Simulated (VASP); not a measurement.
Wanted: the native input for a VASP 6.6.1 run.

* Task: single point
* Functional: r2SCAN
* Potentials or basis: VASP PAW PBE potentials, release 64 (Ca_sv, O)
* Cutoff: 660 eV
* k mesh: 4 × 4 × 4
* Occupations: gaussian, width 0.01 eV
* Spin: no spin polarisation
* Dipole correction: no
* Further INCAR settings: ALGO = Normal; EDIFF = 1e-06; NBANDS = 15

Crystal: CaO.

```xyz
2
Lattice="0.0000 2.3976 2.3976 2.3976 0.0000 2.3976 2.3976 2.3976 0.0000" Properties=species:S:1:pos:R:3 pbc="T T T"
Ca    0.0000    0.0000    0.0000
O     2.3976    2.3976    2.3976
```

These files were run (other wordings do the same):

POSCAR

```
CaO
1.0
    0.0000000000      2.3975501260      2.3975501260
    2.3975501260      0.0000000000      2.3975501260
    2.3975501260      2.3975501260      0.0000000000
Ca O
1 1
Direct
    0.0000000000      0.0000000000      0.0000000000
    0.5000000000      0.5000000000      0.5000000000
```

INCAR.step1

```
SYSTEM = CaO
PREC = Accurate
ENCUT = 660
ISMEAR = 0
SIGMA = 0.01
LREAL = .False.
LASPH = .True.
NELM = 120
NBANDS = 15
GGA = PE
ALGO = Normal
EDIFF = 1E-5
LWAVE = .True.
LCHARG = .False.
GGA_COMPAT = .False.
```

INCAR.step2

```
SYSTEM = CaO
PREC = Accurate
ENCUT = 660
EDIFF = 1E-6
ISMEAR = 0
SIGMA = 0.01
LREAL = .False.
LASPH = .True.
NELM = 120
ALGO = Normal
ISIF = 2
LWAVE = .False.
LCHARG = .False.
METAGGA = R2SCAN
LMIXTAU = .True.
NBANDS = 15
ISTART = 1
GGA_COMPAT = .False.
```

KPOINTS

```
regular mesh
0
Gamma
  4 4 4
  0 0 0
```

Potentials or basis: VASP PAW PBE potentials, release 64 (Ca_sv, O).

The run is started by

```bash
$ cat potpaw_PBE.64/Ca_sv/POTCAR potpaw_PBE.64/O/POTCAR > POTCAR
$ cp INCAR.step1 INCAR
$ mpirun -np 1 vasp_std > vasp.out
$ cp INCAR.step2 INCAR
$ mpirun -np 1 vasp_std > vasp.out
```

Results of the run:

| Item | Value |
| --- | --- |
| Pressure | 0.9 GPa |
| Band gap on the k mesh | 4.18 eV, indirect (least direct gap 4.56 eV) |

Caveat: the k points lie up to 0.57 Å⁻¹ apart; the PAW data sets were made with another functional, which shifts forces and pressure a little.

Run time: 35 s on 1 thread of AMD EPYC 7R13 Processor (Zen 3), on a shared host, peak memory 0.13 GiB.
